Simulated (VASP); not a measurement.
Set up this calculation in VASP 6.6.1, as the native input.

```
Task                   : single point
Functional             : r2SCAN
Potentials or basis    : VASP PAW PBE potentials, release 64 (Ti_sv, Co)
Cutoff                 : 520 eV
k mesh                 : 14 × 14 × 14
Occupations            : gaussian, width 0.1 eV
Spin                   : collinear spin, ferrimagnetic start
Starting moments       : [-0.27, 1.55] μB
Dipole correction      : no
Further INCAR settings : ALGO = Normal; EDIFF = 1e-06; NBANDS = 22
```

Crystal: TiCo.

```xyz
2
Lattice="2.9887 0.0000 0.0000 0.0000 2.9887 0.0000 0.0000 0.0000 2.9887" Properties=species:S:1:pos:R:3 pbc="T T T"
Ti    1.4944    1.4944    1.4944
Co    0.0000    0.0000    0.0000
```

One way to write it, as run:

POSCAR

```
TiCo
1.0
    2.9887303221      0.0000000000      0.0000000000
    0.0000000000      2.9887303221      0.0000000000
    0.0000000000      0.0000000000      2.9887303221
Ti Co
1 1
Direct
    0.5000000000      0.5000000000      0.5000000000
    0.0000000000      0.0000000000      0.0000000000
```

INCAR.step1

```
  ALGO = Normal
  EDIFF = 1E-4
  ENCUT = 520
  GGA = PE
  ISMEAR = 0
  ISPIN = 2
  LASPH = True
  LCHARG = False
  LMAXMIX = 4
  LREAL = False
  LWAVE = True
  MAGMOM = -0.27 1.55
  NBANDS = 22
  NELM = 150
  PREC = Accurate
  SIGMA = 0.1
```

INCAR.step2

```
  ALGO = Normal
  EDIFF = 1E-6
  ENCUT = 520
  ISIF = 2
  ISMEAR = 0
  ISPIN = 2
  ISTART = 1
  LASPH = True
  LCHARG = False
  LMAXMIX = 4
  LMIXTAU = True
  LORBIT = 11
  LREAL = False
  LWAVE = False
  MAGMOM = -0.27 1.55
  METAGGA = R2SCAN
  NBANDS = 22
  NELM = 150
  PREC = Accurate
  SIGMA = 0.1
```

KPOINTS

```
k-points
0
Gamma
  14 14 14
```

Potentials or basis: VASP PAW PBE potentials, release 64 (Ti_sv, Co).

Command:

```sh
$ cat potpaw_PBE.64/Ti_sv/POTCAR potpaw_PBE.64/Co/POTCAR > POTCAR
$ cp INCAR.step1 INCAR
$ mpirun -np 1 vasp_std > vasp.out
$ cp INCAR.step2 INCAR
$ mpirun -np 1 vasp_std > vasp.out
```

It gave:

```json
{
  "Pressure": "0.3 GPa",
  "Net moment": "0.89 μB per cell",
  "Site moments": "Ti -0.29; Co +1.38 μB",
  "Valence electrons inside the program's atomic spheres": "Ti 10.24; Co 8.32"
}
```

Caveat: the PAW data sets were made with another functional, which shifts forces and pressure a little.

Wall time 3.7 min on 1 thread of Intel(R) Xeon(R) Platinum 8375C CPU @ 2.90GHz (Ice Lake), on a shared host, peak memory 0.24 GiB.
